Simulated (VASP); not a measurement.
A run of VASP 6.6.1 is set up as follows.

INCAR

```
SYSTEM = BP
PREC     = Accurate       ! precision mode
ENCUT    = 600            ! plane-wave cutoff, eV
EDIFF    = 1E-8           ! SCF threshold, eV
ISMEAR   = 0              ! smearing method
SIGMA    = 0.01           ! smearing width, eV
LREAL    = .FALSE.        ! projectors in reciprocal space
LASPH    = .TRUE.         ! aspherical terms in the spheres
NELM     = 60             ! most SCF steps
ALGO     = Normal         ! electronic algorithm
ISIF     = 3              ! what is computed and relaxed
LWAVE    = .FALSE.        ! write WAVECAR
LCHARG   = .TRUE.         ! write CHGCAR
GGA      = PE             ! functional
IBRION   = 6              ! ionic algorithm
NFREE    = 2            
POTIM    = 0.015          ! step
NSW      = 1              ! ionic steps
```

Contents of KPOINTS:

```
Automatic mesh
0
G
  12 12 12
  0 0 0
```

The input POSCAR:

```
BP
1.0
    0.0000000000      2.1560807092      2.1560807092
    2.1560807092      0.0000000000      2.1560807092
    2.1560807092      2.1560807092      0.0000000000
B P
1 1
Direct
    0.0000000000      0.0000000000      0.0000000000
    0.7500000000      0.7500000000      0.7500000000
```

Potentials or basis: VASP PAW PBE potentials, release 64 (B, P).

Run with:

```console
$ cat potpaw_PBE.64/B/POTCAR potpaw_PBE.64/P/POTCAR > POTCAR
$ mpirun -np 1 vasp_std > vasp.out
```

(1) What does it give for the elastic constants C11, C12, C44?

(2) What does it give for the Voigt bulk modulus?

(3) Estimate the highest phonon frequency at Γ, LO-TO splitting left out.

Answers

(1) 446, 148, 238 GPa.

(2) 247 GPa.

(3) 934 cm⁻¹.

Caveat: the cell is under stress, which shifts elastic constants.
